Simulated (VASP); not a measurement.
**Ba: single point with PBEsol+D3(BJ)**

Ba:

```
Ba
1.0
     3.63549    0.00000    0.00000
     0.00000    3.63549    0.00000
     0.00000    0.00000    3.63549
Ba
1
Direct
  0.00000 0.00000 0.00000
```

| Item | Value |
| --- | --- |
| Program | VASP 6.6.1 |
| Task | single point |
| Functional | PBEsol |
| Dispersion | D3(BJ) |
| Potentials or basis | VASP PAW PBE potentials, release 64 (Ba_sv) |
| Cutoff | 520 eV |
| k mesh | 7 × 7 × 7 |
| Occupations | fermi-dirac, width 0.05 eV |
| Spin | no spin polarisation |
| Dipole correction | no |
| Further INCAR settings | ALGO = Normal; EDIFF = 1e-07; NBANDS = 11 |

The pressure is 0.4 GPa. The band gap on the k mesh is zero (band 5 reaches 2.48 eV, above the bottom of band 6 at 2.26 eV) and the dispersion energy per atom is -0.332 eV.

Levels at points of the mesh, in eV from the Fermi level:
| k point | band 3 | band 4 | band 5 | band 6 | band 7 | band 8 |
| --- | --- | --- | --- | --- | --- | --- |
| (0.00, 0.00, 0.00) | -13.36 | -13.36 | -2.55 | -0.16 | -0.16 | 6.27 |

Wall time 8.3 s on 1 thread of Intel(R) Xeon(R) Platinum 8259CL CPU @ 2.50GHz (Skylake/Cascade Lake) (shared host), peak memory 0.16 GiB.

Caveat: the PAW data sets were made with another functional, which shifts forces and pressure a little; spin-orbit coupling is left out, which moves the levels of the heavy elements; pairwise dispersion overbinds metals, which lowers pressure and volume.
